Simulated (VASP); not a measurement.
# LaP (Fm-3m) in VASP: notebook

The runs below take LaP through single point, with LDA.

Program: VASP 6.6.1. These are calculated values, not measurements. Logs are shortened: lines on timing, memory, paths and dates and some standing lists are left out, and cuts for length are marked.

## (1) The cell of the first run

Symmetry: Fm-3m, No. 225, cubic system. The conventional cell has a = 5.747 Å, b = 5.747 Å, c = 5.747 Å, α = 90.00°, β = 90.00°, γ = 90.00°. La (site symmetry m-3m) has 6 P at 2.87 Å within 3.8 Å. P (site symmetry m-3m) has 6 La at 2.87 Å within 3.8 Å.

## (2) Single point, LDA (23.72 Å³/atom)

INCAR

```
SYSTEM = LaP
PREC     = Accurate       ! precision mode
ENCUT    = 520            ! plane-wave cutoff, eV
EDIFF    = 1E-7           ! SCF threshold, eV
ISMEAR   = -1             ! smearing method
SIGMA    = 0.05           ! smearing width, eV
LREAL    = .FALSE.        ! projectors in reciprocal space
LASPH    = .TRUE.         ! aspherical terms in the spheres
NELM     = 80             ! most SCF steps
ALGO     = Normal         ! electronic algorithm
ISIF     = 2              ! what is computed and relaxed
LWAVE    = .FALSE.        ! write WAVECAR
LCHARG   = .FALSE.        ! write CHGCAR
NBANDS   = 15             ! bands
```

KPOINTS

```
Automatic mesh
0
G
  10 10 10
  0 0 0
```

POSCAR

```
LaP
1.0
    0.0000000000      2.8733016976      2.8733016976
    2.8733016976      0.0000000000      2.8733016976
    2.8733016976      2.8733016976      0.0000000000
La P
1 1
Direct
    0.0000000000      0.0000000000      0.0000000000
    0.5000000000      0.5000000000      0.5000000000
```

Potentials or basis: VASP PAW LDA potentials, release 64 (La, P).

Command:

```bash
cat potpaw_LDA.64/La/POTCAR potpaw_LDA.64/P/POTCAR > POTCAR
mpirun -np 1 vasp_std > vasp.out
```

OUTCAR:

```text
SYSTEM = LaP
   PREC = Accurate
   ENCUT = 520
   EDIFF = 1E-7
   ISMEAR = -1
   LREAL = .FALSE.
   LASPH = .TRUE.
   NELM = 80
   ISIF = 2

 ion  position               nearest neighbor table
   1  0.000  0.000  0.000-   2 2.87   2 2.87   2 2.87   2 2.87   2 2.87   2 2.87
   2  0.500  0.500  0.500-   1 2.87   1 2.87   1 2.87   1 2.87   1 2.87   1 2.87

  LATTYP: Found a face centered cubic cell.
 ALAT       =     5.7466033952

  Lattice vectors:

 A1 = (   0.0000000000,   2.8733016976,   2.8733016976)
 A2 = (   2.8733016976,   0.0000000000,   2.8733016976)
 A3 = (   2.8733016976,   2.8733016976,   0.0000000000)

Analysis of symmetry for initial positions (statically):
=====================================================================
 Subroutine PRICEL returns:
 Original cell was already a primitive cell.

 Routine SETGRP: Setting up the symmetry group for a
 face centered cubic supercell.

 Subroutine GETGRP returns: Found 48 space group operations
 (whereof 48 operations were pure point group operations)
 out of a pool of 48 trial point group operations.

The static configuration has the point symmetry O_h .

Analysis of symmetry for dynamics (positions and initial velocities):
=====================================================================
 Subroutine PRICEL returns:
 Original cell was already a primitive cell.

 Routine SETGRP: Setting up the symmetry group for a
 face centered cubic supercell.

 Subroutine GETGRP returns: Found 48 space group operations
 (whereof 48 operations were pure point group operations)
 out of a pool of 48 trial point group operations.

The dynamic configuration has the point symmetry O_h .

 Subroutine INISYM returns: Found 48 space group operations
 (whereof 48 operations are pure point group operations),
 and found     1 'primitive' translations

----------------------------------------------------------------------------------------

                                     Primitive cell

  volume of cell :      47.4432

  direct lattice vectors                    reciprocal lattice vectors
     0.000000000  2.873301698  2.873301698    -0.174015837  0.174015837  0.174015837
     2.873301698  0.000000000  2.873301698     0.174015837 -0.174015837  0.174015837
     2.873301698  2.873301698  0.000000000     0.174015837  0.174015837 -0.174015837

  length of vectors
     4.063462230  4.063462230  4.063462230     0.301404271  0.301404271  0.301404271

  position of ions in fractional coordinates (direct lattice)
     0.000000000  0.000000000  0.000000000
     0.500000000  0.500000000  0.500000000

  ion indices of the primitive-cell ions
   primitive index   ion index
                 1           1
                 2           2

----------------------------------------------------------------------------------------

 KPOINTS: Automatic mesh

Automatic generation of k-mesh.
 Grid dimensions read from file:
 generate k-points for:   10   10   10

 Generating k-lattice:

  Cartesian coordinates                     Fractional coordinates (reciprocal lattice)
    -0.017401584  0.017401584  0.017401584     0.100000000  0.000000000  0.000000000
     0.017401584 -0.017401584  0.017401584     0.000000000  0.100000000  0.000000000
     0.017401584  0.017401584 -0.017401584     0.000000000  0.000000000  0.100000000

  Length of vectors
     0.030140427  0.030140427  0.030140427

  Shift w.r.t. Gamma in fractional coordinates (k-lattice)
     0.000000000  0.000000000  0.000000000

 Subroutine IBZKPT returns following result:
 ===========================================

 Found     47 irreducible k-points:

 Following reciprocal coordinates:
            Coordinates               Weight
  0.000000  0.000000  0.000000      1.000000
  0.100000  0.000000  0.000000      8.000000
  0.200000  0.000000  0.000000      8.000000
  0.300000  0.000000  0.000000      8.000000
  0.400000  0.000000  0.000000      8.000000
  0.500000  0.000000  0.000000      4.000000
[... 16 lines left out ...]
  0.300000  0.300000  0.000000      6.000000
  0.400000  0.300000  0.000000     24.000000
 [... further k-points ...]
   k-points           NKPTS =     47   k-points in BZ     NKDIM =     47   number of bands    NBANDS=     15
   number of dos      NEDOS =    301   number of ions     NIONS =      2
   total plane-waves  NPLWV =  27000
   dimension x,y,z NGX =    30 NGY =   30 NGZ =   30
   dimension x,y,z NGXF=    60 NGYF=   60 NGZF=   60
   ions per type =               1   1
   NGX,Y,Z   is equivalent  to a cutoff of  12.27, 12.27, 12.27 a.u.
   NGXF,Y,Z  is equivalent  to a cutoff of  24.55, 24.55, 24.55 a.u.
 SYSTEM =  LaP
   PREC   = accura    normal or accurate (medium, high low for compatibility)
   ISTART =      0    job   : 0-new  1-cont  2-samecut
   ICHARG =      2    charge: 1-file 2-atom 10-const
   ISPIN  =      1    spin polarized calculation?
   LNONCOLLINEAR =      F non collinear calculations
   LSORBIT =      F    spin-orbit coupling
   LASPH  =      T    aspherical Exc in radial PAW
   ENCUT  =  520.0 eV  38.22 Ry    6.18 a.u.   7.56  7.56  7.56*2*pi/ulx,y,z
   NELM   =     80;   NELMIN=  2; NELMDL= -5     # of ELM steps
   EDIFF  = 0.1E-06   stopping-criterion for ELM
   LREAL  =      F    real-space projection
   EDIFFG = 0.1E-05   stopping-criterion for IOM
   NSW    =      0    number of steps for IOM
   IBRION =     -1    ionic relax: 0-MD 1-quasi-New 2-CG
   NFREE  =      0    steps in history (QN), initial steepest desc. (CG)
   ISIF   =      2    stress and relaxation
   ISYM   =      2    0-nonsym 1-usesym 2-fastsym
   POTIM  = 0.5000    time-step for ionic-motion
   TEBEG  =    0.0;   TEEND  =   0.0 temperature during run
   PSTRESS=    0.0 pullay stress
   NELECT =      16.0000    total number of electrons
   NUPDOWN=      -1.0000    fix difference up-down
   EMIN   =  10.00;   EMAX   =-10.00  energy-range for DOS
   EFERMI =   0.00;   METHOD = LEGACY
   ISMEAR =    -1;   SIGMA  =   0.05  broadening in eV -4-tet -1-fermi 0-gaus
   EFERMI_NEDOS =   21; number of points for ismear=-14 and -15
   IALGO  =     38    algorithm
   IMIX   =      4    mixing-type and parameters
     AMIX     =   0.40;   BMIX     =  1.00
     AMIX_MAG =   1.60;   BMIX_MAG =  1.00
  volume/ion in A,a.u.               =      23.72       160.08
  Fermi-wavevector in a.u.,A,eV,Ry     =   1.139524  2.153389 17.667378  1.298516
  Thomas-Fermi vector in A             =   2.276228
   LORBIT       =      0    0 simple, 1 ext, 2 COOP (PROOUT), +10 PAW based schemes
   GGA     = CA    functional components
   LHFCALC =     F    Hartree Fock is set to
   AEXX    =    0.0000 exact exchange contribution
   IVDW    =     0    specifies the selected vdW correction
   LEPSILON=     F    determine dielectric tensor
   LRPA    =     F    only Hartree local field effects (RPA)
 non-spin polarized calculation
  energy-cutoff  :      520.00
  volume of cell :       47.44
 maximum number of plane-waves:      1298
   NGX = 15   NGY = 15   NGZ = 15

 number of electron      16.0000000 magnetization

 Free energy of the ion-electron system (eV)
  ---------------------------------------------------
  ext. energy  EPLUGINS =         0.00000000
  ---------------------------------------------------
  free energy    TOTEN  =       -14.57050959 eV

  energy without entropy =      -14.56783215  energy(sigma->0) =      -14.56917087

 E-fermi :   7.7163     XC(G=0): -10.5399

 val. band max:        7.6859611526   @ k =   0.3000   0.3000   0.0000
 cond. band min:       7.7570764485   @ k =   0.5000   0.5000   0.0000
 fundamental gap:      0.0711152959
 Fermi energy:         7.7162714645

 k-point     1 :       0.0000    0.0000    0.0000
  band No.  band energies     occupation
      1     -23.4557      2.00000
      2      -6.9838      2.00000
      3      -6.9838      2.00000
      4      -6.9838      2.00000
      5      -1.7227      2.00000
      6       7.7958      0.33863
      7       7.7958      0.33863
      8       7.7958      0.33863
      9       9.3609      0.00000
     10       9.3609      0.00000
     11       9.3609      0.00000
     12      10.4391      0.00000
     13      10.4391      0.00000
     14      10.5964      0.00000
     15      11.4100      0.00000

 k-point     2 :       0.1000    0.0000    0.0000
  band No.  band energies     occupation
      1     -23.4463      2.00000
      2      -7.1264      2.00000
      3      -6.9919      2.00000
      4      -6.9919      2.00000
      5      -1.5152      2.00000
      6       7.2869      1.99963
      7       7.4308      1.99339
      8       7.4308      1.99339
      9       9.3868      0.00000
     10       9.5319      0.00000
     11       9.5319      0.00000
     12      10.7080      0.00000
     13      10.7080      0.00000
     14      10.7890      0.00000
     15      11.4118      0.00000

 k-point     3 :       0.2000    0.0000    0.0000
  band No.  band energies     occupation
      1     -23.4215      2.00000
      2      -7.4631      2.00000
      3      -7.0127      2.00000
      4      -7.0127      2.00000
      5      -0.9942      2.00000
      6       6.2902      2.00000
      7       6.7732      2.00000
      8       6.7732      2.00000
      9       9.4820      0.00000
     10       9.9457      0.00000
     11       9.9457      0.00000
     12      11.0199      0.00000
     13      11.0199      0.00000
     14      11.0806      0.00000
     15      11.4162      0.00000
[... 343 lines left out ...]
 k-point    23 :       0.3000    0.3000    0.0000
  band No.  band energies     occupation
      1     -23.3700      2.00000
      2      -7.6653      2.00000
      3      -7.2081      2.00000
      4      -7.2081      2.00000
      5      -0.9375      2.00000
      6       5.6581      2.00000
      7       7.5279      1.95485
      8       7.5279      1.95485
      9       7.6860      1.29415
     10      10.8588      0.00000
     11      10.9648      0.00000
     12      10.9648      0.00000
     13      11.0379      0.00000
     14      11.2326      0.00000
     15      11.6482      0.00000

 k-point    24 :       0.4000    0.3000    0.0000
  band No.  band energies     occupation
      1     -23.3505      2.00000
      2      -7.7714      2.00000
      3      -7.2771      2.00000
      4      -7.2416      2.00000
      5      -0.9659      2.00000
      6       5.9814      2.00000
      7       7.0143      2.00000
      8       7.3508      1.99866
      9       8.0527      0.00239
     10      10.9477      0.00000
     11      11.0055      0.00000
     12      11.0661      0.00000
     13      11.0863      0.00000
     14      11.2826      0.00000
     15      11.5125      0.00000

 [... further k-points ...]
[... 5 lines left out ...]
  --------------------------------------------------------------------------------------
  -------------------------------------------------------------------------------------
  Total        2.8707837      2.8707837      2.8707837     -0.0000000      0.0000000      0.0000000
  in kB       96.9476672     96.9476672     96.9476672     -0.0000000      0.0000000      0.0000000
  external PRESSURE =      96.9476672 kB  Pullay stress =       0.0000000 kB

 VOLUME and BASIS-vectors are now :
 -----------------------------------------------------------------------------
  energy-cutoff  :      520.00
  volume of cell :       47.44
      direct lattice vectors                 reciprocal lattice vectors
     0.000000000  2.873301698  2.873301698    -0.174015837  0.174015837  0.174015837
     2.873301698  0.000000000  2.873301698     0.174015837 -0.174015837  0.174015837
     2.873301698  2.873301698  0.000000000     0.174015837  0.174015837 -0.174015837

 POSITION                                       TOTAL-FORCE (eV/Angst)
 -----------------------------------------------------------------------------------
      0.00000      0.00000      0.00000         0.000000      0.000000      0.000000
      2.87330      2.87330      2.87330        -0.000000     -0.000000     -0.000000
 -----------------------------------------------------------------------------------
    total drift:                               -0.000000      0.000000      0.000000

  FREE ENERGIE OF THE ION-ELECTRON SYSTEM (eV)
  ---------------------------------------------------
  free  energy   TOTEN  =       -14.5705095895 eV

  energy  without entropy=      -14.5678321547  energy(sigma->0) =      -14.56917087
```

It took 22 s on 1 thread of Intel Xeon Platinum 8488C (Sapphire Rapids), shared host; peak memory 0.18 GiB.

Results:

- Free energy: -14.5705 eV
- Pressure: 9.7 GPa
- Band gap on the k mesh: zero (bands 8 and 9 overlap by 0.12 eV)

Caveat: the cell stands under pressure; spin-orbit coupling is left out, which moves the levels of the heavy elements.

## (3) Single point, LDA

This run uses another cell than the first one, of 27.91 Å³/atom.

INCAR

```
  PREC = Accurate
  ENCUT = 520
  EDIFF = 1E-6
  ISMEAR = -1
  SIGMA = 0.05
  LREAL = F
  LASPH = T
  NELM = 60
  ALGO = Normal
  ISIF = 2
  LWAVE = F
  LCHARG = F
  GGA = CA
  NBANDS = 15
```

KPOINTS

```
regular mesh
0
Gamma
  10 10 10
```

POSCAR

```
LaP
1.0
    0.0000000000      3.0332503348      3.0332503348
    3.0332503348      0.0000000000      3.0332503348
    3.0332503348      3.0332503348      0.0000000000
La P
1 1
Direct
    0.0000000000      0.0000000000      0.0000000000
    0.5000000000      0.5000000000      0.5000000000
```

Potentials or basis: VASP PAW LDA potentials, release 64 (La, P).

Command:

```bash
cat potpaw_LDA.64/La/POTCAR potpaw_LDA.64/P/POTCAR > POTCAR
mpirun -np 1 vasp_std > vasp.out
```

Wall time 17 s (1 thread of Intel Xeon Platinum 8488C (Sapphire Rapids), shared host); peak memory 0.18 GiB.

It converged, with:

- Free energy: -14.6564 eV
- Pressure: -4.6 GPa
- Band gap on the k mesh: zero (bands 8 and 9 overlap by 0.20 eV)

Levels at points of the mesh, in eV from the Fermi level:
| k point | band 4 | band 5 | band 6 | band 7 | band 8 | band 9 | band 10 | band 11 | band 12 | band 13 |
| --- | --- | --- | --- | --- | --- | --- | --- | --- | --- | --- |
| (0.00, 0.00, 0.00) | -15.28 | -9.10 | 0.07 | 0.07 | 0.07 | 1.71 | 1.71 | 1.71 | 2.41 | 2.58 |
| (0.50, 0.00, 0.00) | -15.33 | -7.67 | -3.03 | -1.64 | -1.64 | 2.29 | 2.54 | 2.54 | 2.80 | 2.80 |
| (0.50, 0.50, 0.00) | -15.47 | -8.71 | -0.92 | -0.14 | -0.14 | -0.13 | 2.66 | 2.70 | 2.77 | 2.77 |

Caveat: the cell stands under tension; spin-orbit coupling is left out, which moves the levels of the heavy elements.
